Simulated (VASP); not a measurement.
# GaSb (I-4m2) in VASP: a series of runs

Runs on GaSb. Level: PBE. Tasks: single point.

Everything below comes from runs of VASP 6.6.1. Logs are shortened: lines on timing, memory, paths and dates and some standing lists are left out, and cuts for length are marked.

## Step 1: The cell of the first run

Symmetry: I-4m2, No. 119, tetragonal system. Conventional cell: a = 4.413 Å, b = 4.413 Å, c = 6.409 Å, α = 90.00°, β = 90.00°, γ = 90.00°. Within 3.6 Å of Ga (site symmetry -4m2) lie 4 Sb at 2.73 Å. Sb (site symmetry -4m2) has 4 Ga at 2.73 Å within 3.6 Å.

## Step 2: Single point, PBE (31.20 Å³/atom)

Contents of INCAR:

```
ALGO = Normal ; EDIFF = 1E-6
ENCUT = 520 ; GGA = PE
ISIF = 2 ; ISMEAR = 0
LASPH = T ; LCHARG = T
LELF = T ; LREAL = F
LVHAR = T ; LWAVE = F
NBANDS = 16 ; NELM = 60
PREC = Accurate ; SIGMA = 0.15
```

Contents of KPOINTS:

```
k-points
0
Gamma
  14 14 14
```

Contents of POSCAR:

```
GaSb
1.0
    0.0000000000      3.2046755780      3.1201203174
    3.1201203174      0.0000000000      3.1201203174
    3.1201203174      3.2046755780      0.0000000000
Ga Sb
1 1
Direct
    0.0000000000      0.0000000000      0.0000000000
    0.7500000000      0.7500000000      0.7500000000
```

Potentials or basis: VASP PAW PBE potentials, release 64 (Ga_d, Sb).

The run is started by

```sh
cat potpaw_PBE.64/Ga_d/POTCAR potpaw_PBE.64/Sb/POTCAR > POTCAR
mpirun -np 1 vasp_std > vasp.out
```

OUTCAR:

```text
EDIFF = 1E-6
   ENCUT = 520
   GGA = PE
   ISIF = 2
   ISMEAR = 0
   LASPH = T
   LREAL = F
   NELM = 60
   PREC = Accurate

 ion  position               nearest neighbor table
   1  0.000  0.000  0.000-   2 2.73   2 2.73   2 2.73   2 2.73
   2  0.750  0.750  0.750-   1 2.73   1 2.73   1 2.73   1 2.73

  LATTYP: Found a body centered tetragonal cell.
 ALAT       =     4.4125164691
 C/A-ratio  =     1.4525387499

  Lattice vectors:

 A1 = (   0.0000000000,  -3.2046755780,   3.1201203174)
 A2 = (   0.0000000000,  -3.2046755780,  -3.1201203174)
 A3 = (   3.1201203174,   3.2046755780,   0.0000000000)

Analysis of symmetry for initial positions (statically):
=====================================================================
 Subroutine PRICEL returns:
 Original cell was already a primitive cell.

 Routine SETGRP: Setting up the symmetry group for a
 body centered tetragonal supercell.

 Subroutine GETGRP returns: Found  8 space group operations
 (whereof  8 operations were pure point group operations)
 out of a pool of 16 trial point group operations.

The static configuration has the point symmetry D_2d.

Analysis of symmetry for dynamics (positions and initial velocities):
=====================================================================
 Subroutine PRICEL returns:
 Original cell was already a primitive cell.

 Routine SETGRP: Setting up the symmetry group for a
 body centered tetragonal supercell.

 Subroutine GETGRP returns: Found  8 space group operations
 (whereof  8 operations were pure point group operations)
 out of a pool of 16 trial point group operations.

The dynamic configuration has the point symmetry D_2d.

 Subroutine INISYM returns: Found  8 space group operations
 (whereof  8 operations are pure point group operations),
 and found     1 'primitive' translations

----------------------------------------------------------------------------------------

                                     Primitive cell

  volume of cell :      62.3960

  direct lattice vectors                    reciprocal lattice vectors
     0.000000000  3.204675578  3.120120317    -0.160250230  0.156022033  0.160250230
     3.120120317  0.000000000  3.120120317     0.160250230 -0.156022033  0.160250230
     3.120120317  3.204675578  0.000000000     0.160250230  0.156022033 -0.160250230

  length of vectors
     4.472705709  4.412516469  4.472705709     0.275142050  0.275142050  0.275142050

  position of ions in fractional coordinates (direct lattice)
     0.000000000  0.000000000  0.000000000
     0.750000000  0.750000000  0.750000000

  ion indices of the primitive-cell ions
   primitive index   ion index
                 1           1
                 2           2

----------------------------------------------------------------------------------------

 KPOINTS: k-points

Automatic generation of k-mesh.
 Grid dimensions read from file:
 generate k-points for:   14   14   14

 Generating k-lattice:

  Cartesian coordinates                     Fractional coordinates (reciprocal lattice)
    -0.011446445  0.011144431  0.011446445     0.071428571  0.000000000  0.000000000
     0.011446445 -0.011144431  0.011446445     0.000000000  0.071428571  0.000000000
     0.011446445  0.011144431 -0.011446445     0.000000000  0.000000000  0.071428571

  Length of vectors
     0.019653004  0.019653004  0.019653004

  Shift w.r.t. Gamma in fractional coordinates (k-lattice)
     0.000000000  0.000000000  0.000000000

 Subroutine IBZKPT returns following result:
 ===========================================

 Found    244 irreducible k-points:

 Following reciprocal coordinates:
            Coordinates               Weight
  0.000000  0.000000  0.000000      1.000000
  0.071429  0.000000 -0.000000      8.000000
  0.142857  0.000000 -0.000000      8.000000
  0.214286  0.000000 -0.000000      8.000000
  0.285714  0.000000 -0.000000      8.000000
  0.357143  0.000000 -0.000000      8.000000
[... 16 lines left out ...]
  0.214286  0.142857  0.000000     16.000000
  0.285714  0.142857  0.000000     16.000000
 [... further k-points ...]
   k-points           NKPTS =    244   k-points in BZ     NKDIM =    244   number of bands    NBANDS=     16
   number of dos      NEDOS =    301   number of ions     NIONS =      2
   total plane-waves  NPLWV =  46656
   dimension x,y,z NGX =    36 NGY =   36 NGZ =   36
   dimension x,y,z NGXF=    72 NGYF=   72 NGZF=   72
   ions per type =               1   1
   NGX,Y,Z   is equivalent  to a cutoff of  13.38, 13.56, 13.38 a.u.
   NGXF,Y,Z  is equivalent  to a cutoff of  26.76, 27.13, 26.76 a.u.
 SYSTEM =  unknown system
   PREC   = accura    normal or accurate (medium, high low for compatibility)
   ISTART =      0    job   : 0-new  1-cont  2-samecut
   ICHARG =      2    charge: 1-file 2-atom 10-const
   ISPIN  =      1    spin polarized calculation?
   LNONCOLLINEAR =      F non collinear calculations
   LSORBIT =      F    spin-orbit coupling
   LASPH  =      T    aspherical Exc in radial PAW
   ENCUT  =  520.0 eV  38.22 Ry    6.18 a.u.   8.32  8.20  8.32*2*pi/ulx,y,z
   NELM   =     60;   NELMIN=  2; NELMDL= -5     # of ELM steps
   EDIFF  = 0.1E-05   stopping-criterion for ELM
   LREAL  =      F    real-space projection
   EDIFFG = 0.1E-04   stopping-criterion for IOM
   NSW    =      0    number of steps for IOM
   IBRION =     -1    ionic relax: 0-MD 1-quasi-New 2-CG
   NFREE  =      0    steps in history (QN), initial steepest desc. (CG)
   ISIF   =      2    stress and relaxation
   ISYM   =      2    0-nonsym 1-usesym 2-fastsym
   POTIM  = 0.5000    time-step for ionic-motion
   TEBEG  =    0.0;   TEEND  =   0.0 temperature during run
   PSTRESS=    0.0 pullay stress
   NELECT =      18.0000    total number of electrons
   NUPDOWN=      -1.0000    fix difference up-down
   EMIN   =  10.00;   EMAX   =-10.00  energy-range for DOS
   EFERMI =   0.00;   METHOD = LEGACY
   ISMEAR =     0;   SIGMA  =   0.15  broadening in eV -4-tet -1-fermi 0-gaus
   EFERMI_NEDOS =   21; number of points for ismear=-14 and -15
   IALGO  =     38    algorithm
   IMIX   =      4    mixing-type and parameters
     AMIX     =   0.40;   BMIX     =  1.00
     AMIX_MAG =   1.60;   BMIX_MAG =  1.00
  volume/ion in A,a.u.               =      31.20       210.53
  Fermi-wavevector in a.u.,A,eV,Ry     =   1.081716  2.044148 15.920318  1.170110
  Thomas-Fermi vector in A             =   2.217740
   LORBIT       =      0    0 simple, 1 ext, 2 COOP (PROOUT), +10 PAW based schemes
   GGA     = PE    functional components
   LHFCALC =     F    Hartree Fock is set to
   AEXX    =    0.0000 exact exchange contribution
   IVDW    =     0    specifies the selected vdW correction
   LEPSILON=     F    determine dielectric tensor
   LRPA    =     F    only Hartree local field effects (RPA)
 non-spin polarized calculation
 Gauss-broadening in eV      SIGMA  =   0.15
  energy-cutoff  :      520.00
  volume of cell :       62.40
 maximum number of plane-waves:      1704
 NGX is ok and might be reduce to    36
   NGX = 17   NGY = 17   NGZ = 17

 number of electron      18.0000003 magnetization

 Free energy of the ion-electron system (eV)
  ---------------------------------------------------
  ext. energy  EPLUGINS =         0.00000000
  ---------------------------------------------------
  free energy    TOTEN  =        -7.35812093 eV

  energy without entropy =       -7.35766793  energy(sigma->0) =       -7.35789443

 E-fermi :   4.1381     XC(G=0):  -8.7197

 val. band max:        4.0785681782   @ k =   0.0000   0.0000   0.0000
 cond. band min:       4.2585576764   @ k =   0.5000   0.0000  -0.0000
 fundamental gap:      0.1799894982
 Fermi energy:         4.1380775228

 k-point     1 :       0.0000    0.0000    0.0000
  band No.  band energies     occupation
      1     -10.8589      2.00000
      2     -10.8550      2.00000
      3     -10.8550      2.00000
      4     -10.8206      2.00000
      5     -10.8166      2.00000
      6      -6.8804      2.00000
[... 8 lines left out ...]
     15      12.2355      0.00000
     16      12.6668      0.00000

 k-point     2 :       0.0714    0.0000   -0.0000
  band No.  band energies     occupation
      1     -10.8590      2.00000
      2     -10.8554      2.00000
      3     -10.8546      2.00000
      4     -10.8207      2.00000
      5     -10.8166      2.00000
      6      -6.8333      2.00000
[... 8 lines left out ...]
     15      11.8988      0.00000
     16      12.2690      0.00000

 k-point     3 :       0.1429    0.0000   -0.0000
  band No.  band energies     occupation
      1     -10.8605      2.00000
      2     -10.8553      2.00000
      3     -10.8533      2.00000
      4     -10.8208      2.00000
      5     -10.8166      2.00000
      6      -6.6941      2.00000
[... 8 lines left out ...]
     15      11.5218      0.00000
     16      11.8014      0.00000

 k-point     4 :       0.2143    0.0000   -0.0000
  band No.  band energies     occupation
      1     -10.8640      2.00000
      2     -10.8540      2.00000
      3     -10.8517      2.00000
      4     -10.8210      2.00000
      5     -10.8166      2.00000
      6      -6.4707      2.00000
[... 8 lines left out ...]
     15      11.4489      0.00000
     16      11.5826      0.00000
[... 324 lines left out ...]
 k-point    22 :       0.1429    0.1429    0.0000
  band No.  band energies     occupation
      1     -10.8618      2.00000
      2     -10.8554      2.00000
      3     -10.8519      2.00000
      4     -10.8216      2.00000
      5     -10.8162      2.00000
      6      -6.6272      2.00000
[... 8 lines left out ...]
     15      11.0609      0.00000
     16      12.5818      0.00000

 k-point    23 :       0.2143    0.1429    0.0000
  band No.  band energies     occupation
      1     -10.8652      2.00000
      2     -10.8535      2.00000
      3     -10.8504      2.00000
      4     -10.8221      2.00000
      5     -10.8160      2.00000
      6      -6.4589      2.00000
[... 8 lines left out ...]
     15      11.6881      0.00000
     16      12.5444      0.00000

 k-point    24 :       0.2857    0.1429    0.0000
  band No.  band energies     occupation
      1     -10.8690      2.00000
      2     -10.8516      2.00000
      3     -10.8488      2.00000
      4     -10.8225      2.00000
      5     -10.8158      2.00000
      6      -6.2127      2.00000
[... 8 lines left out ...]
     15      12.1926      0.00000
     16      12.6289      0.00000

 [... further k-points ...]

------------------------ aborting loop because EDIFF is reached ----------------------------------------

  FORCE on cell =-STRESS in cart. coord.  units (eV):
  Direction    XX          YY          ZZ          XY          YZ          ZX
  --------------------------------------------------------------------------------------
  -------------------------------------------------------------------------------------
  Total       -0.4557636     -0.8947827     -0.4557636      0.0000000      0.0000000      0.0000000
  in kB      -11.7029003    -22.9758415    -11.7029003      0.0000000      0.0000000      0.0000000
  external PRESSURE =     -15.4605474 kB  Pullay stress =       0.0000000 kB

 VOLUME and BASIS-vectors are now :
 -----------------------------------------------------------------------------
  energy-cutoff  :      520.00
  volume of cell :       62.40
      direct lattice vectors                 reciprocal lattice vectors
     0.000000000  3.204675578  3.120120317    -0.160250230  0.156022033  0.160250230
     3.120120317  0.000000000  3.120120317     0.160250230 -0.156022033  0.160250230
     3.120120317  3.204675578  0.000000000     0.160250230  0.156022033 -0.160250230

 POSITION                                       TOTAL-FORCE (eV/Angst)
 -----------------------------------------------------------------------------------
      0.00000      0.00000      0.00000        -0.000000     -0.000000     -0.000000
      4.68018      4.80701      4.68018         0.000000      0.000000      0.000000
 -----------------------------------------------------------------------------------
    total drift:                               -0.000001     -0.000001     -0.000001

  FREE ENERGIE OF THE ION-ELECTRON SYSTEM (eV)
  ---------------------------------------------------
  free  energy   TOTEN  =        -7.3581209295 eV

  energy  without entropy=       -7.3576679338  energy(sigma->0) =       -7.35789443
```

It took 2.3 min on 1 thread of AMD EPYC 9R45 (Zen 5), shared host; peak memory 0.37 GiB.

What came out:

| Item | Value |
| --- | --- |
| Free energy | -7.3581 eV |
| Pressure | -1.5 GPa |
| Band gap on the k mesh | zero (filled and empty bands touch) |

Levels at points of the mesh, in eV from the Fermi level:
```csv
k point,band 6,band 7,band 8,band 9,band 10,band 11,band 12,band 13
"(0.00, 0.00, 0.00)",-11.02,-0.67,-0.21,-0.06,-0.06,2.66,2.66,2.74
"(0.50, 0.00, 0.00)",-9.61,-6.08,-1.22,-1.04,0.12,3.58,3.69,6.40
"(0.50, 0.50, 0.00)",-8.87,-6.51,-2.45,-2.43,0.81,1.25,7.99,8.01
"(0.50, 0.00, 0.50)",-8.95,-6.62,-2.30,-2.30,1.00,1.40,8.00,8.00
```

Caveat: semilocal functionals underestimate gaps, and a narrow one can read as zero; spin-orbit coupling is left out, which moves the levels of the heavy elements.

(Part 1 of 3 ends here.)

The gap in the log of VASP goes by the Fermi energy; the results here count the filled bands.